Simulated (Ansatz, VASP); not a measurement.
# One calculation of Sn, two programs

Contents of POSCAR:

```
Sn
1.0
   -1.8946518192      1.8946518192      1.8946518192
    1.8946518192     -1.8946518192      1.8946518192
    1.8946518192      1.8946518192     -1.8946518192
Sn
1
Direct
    0.0000000000      0.0000000000      0.0000000000
```

INCAR.step1

```
SYSTEM = Sn
ALGO = Normal ; EDIFF = 1E-5
ENCUT = 600 ; GGA = PE
ISMEAR = -1 ; LASPH = .TRUE.
LCHARG = .FALSE. ; LREAL = .FALSE.
LWAVE = .TRUE. ; NBANDS = 13
NELM = 60 ; PREC = Accurate
SIGMA = 0.05
```

The input INCAR.step2:

```
SYSTEM = Sn
AEXX = 0.25 ; ALGO = Normal
EDIFF = 1E-7 ; EDIFFG = -0.01
ENCUT = 600 ; GGA = PE
HFSCREEN = 0.3 ; IBRION = 2
ISIF = 3 ; ISMEAR = -1
ISTART = 1 ; LASPH = .TRUE.
LCHARG = .FALSE. ; LHFCALC = .TRUE.
LREAL = .FALSE. ; LWAVE = .FALSE.
NELM = 60 ; NSW = 60
PREC = Accurate ; PRECFOCK = Normal
SIGMA = 0.05
```

KPOINTS

```
k-points
0
G
  5 5 5
  0 0 0
```

The input input:

```
crystal:
  lattice:
    - [-1.8946518192, 1.8946518192, 1.8946518192]
    - [1.8946518192, -1.8946518192, 1.8946518192]
    - [1.8946518192, 1.8946518192, -1.8946518192]
  atoms:
    - { symbol: Sn, position: [0.0, 0.0, 0.0] }
hamiltonian:
  xc: { exchange: pbe, correlation: pbe, exx: { coeff: 0.25, omega: 0.3 } }
  pseudopotentials: { kind: paw }
kpoints:
  mp_grid: { grid: [5, 5, 5] }
scf:
  occupations: { method: fermi_dirac, width: 0.05 }
output:
  forces: true
  stress: true
  eigenvalues: true
  write_density: true
  write_potential: true
  elf: true
  volumetric_format: npy
relax:
  f_tol: 0.01
  max_steps: 40
  cell: { stress_tol: 0.05 }
```

Alike in both runs: task relaxation of cell and atoms; functional PBE-based screened hybrid with a share of 0.25 of exact exchange and HFSCREEN = 0.3; k mesh 5 × 5 × 5; occupations fermi-dirac, width 0.05 eV; no spin polarisation.

|  | VASP | Ansatz |
| --- | --- | --- |
| version | VASP 6.6.1 | Ansatz 0.2.0 |
| potentials or method | VASP PAW PBE potentials, release 64 (Sn_d) | Ansatz PAW |
| plane-wave cutoff (eV) | 600 | 420 |
| valence electrons in the cell | 14 | 14 |

Ansatz gave:

- gap on the k mesh at the Fermi level, each at its own relaxed structure (eV): none
- relaxed volume (Å³/atom): 29.66
- relaxed length of the cell vector where the two differ most in proportion (Å): 3.377

**Question.** What did VASP give for the same quantities?

**Answer.** gap on the k mesh at the Fermi level, each at its own relaxed structure (eV): none; relaxed volume (Å³/atom): 29.64; relaxed length of the cell vector where the two differ most in proportion (Å): 3.377.

VASP's potentials were made for PBE, not for PBE-based screened hybrid. A gap of «none» marks a metal or a gap that the smearing closes.

The k mesh is coarse, so the values compare programs but aren't converged. Noted on Ansatz's run: the plane-wave basis is chosen anew once the cell has moved, so the energies of steps on either side of that aren't comparable.
